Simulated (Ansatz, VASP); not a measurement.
**ZrB2 in VASP and in Ansatz**

INCAR

```
SYSTEM = ZrB2
PREC = Accurate
ENCUT = 520
EDIFF = 1E-8
ISMEAR = -1
SIGMA = 0.03
LREAL = .FALSE.
LASPH = .TRUE.
NELM = 100
ALGO = Normal
ISIF = 2
LWAVE = .FALSE.
LCHARG = .FALSE.
LEFG = .TRUE.
NBANDS = 16
```

File KPOINTS:

```
Automatic mesh
0
G
  13 13 10
  0 0 0
```

POSCAR

```
ZrB2
1.0
    3.1859607001      0.0000000000      0.0000000000
   -1.5929803501      2.7591229018      0.0000000000
    0.0000000000      0.0000000000      3.5433119376
Zr B
1 2
Direct
    0.0000000000      0.0000000000      0.0000000000
    0.3333333333      0.6666666667      0.5000000000
    0.6666666667      0.3333333333      0.5000000000
```

Input for Ansatz:

```yaml
crystal:
  lattice:
    - [3.1859607001, 0.0, 0.0]
    - [-1.5929803501, 2.7591229018, 0.0]
    - [0.0, 0.0, 3.5433119376]
  atoms:
    - { symbol: Zr, position: [0.0, 0.0, 0.0] }
    - { symbol: B, position: [0.3333333333, 0.6666666667, 0.5] }
    - { symbol: B, position: [0.6666666667, 0.3333333333, 0.5] }
kpoints:
  mp_grid: { grid: [13, 13, 10] }
scf:
  occupations: { method: fermi_dirac, width: 0.03 }
hamiltonian:
  xc: lda
  pseudopotentials: { kind: all_electron, datasets: crystal }
output:
  forces: true
  stress: true
  eigenvalues: true
  efg: { contact_densities: true }
```

Change from the starting cell: volume scaled by 1.02, crystal datasets.

Alike in both runs: task electric field gradients; functional LDA; k mesh 13 × 13 × 10; occupations fermi-dirac, width 0.03 eV; no spin polarisation.

```csv
,VASP,Ansatz
version,VASP 6.6.1,Ansatz 0.2.0
potentials or method,"VASP PAW LDA potentials, release 64 (Zr_sv, B), cutoff 520 eV","all-electron PAW with datasets made for the crystal, scalar-relativistic"
```

|  | VASP | Ansatz | Ansatz less VASP |
| --- | --- | --- | --- |
| pressure (GPa) | -11.3 | -11.7 | -0.43 |
| traceless stress, the component that is largest in VASP (GPa) | 1.08 | 1.09 | +0.006 |
| size of Vzz on the site where it differs most (V/Å²) | 44.3 | 47.1 | +2.84 |

LDA's correlation is that of Perdew and Zunger in VASP and of Perdew and Wang (1992) in Ansatz. Ansatz ran all-electron here, and VASP with PAW potentials.
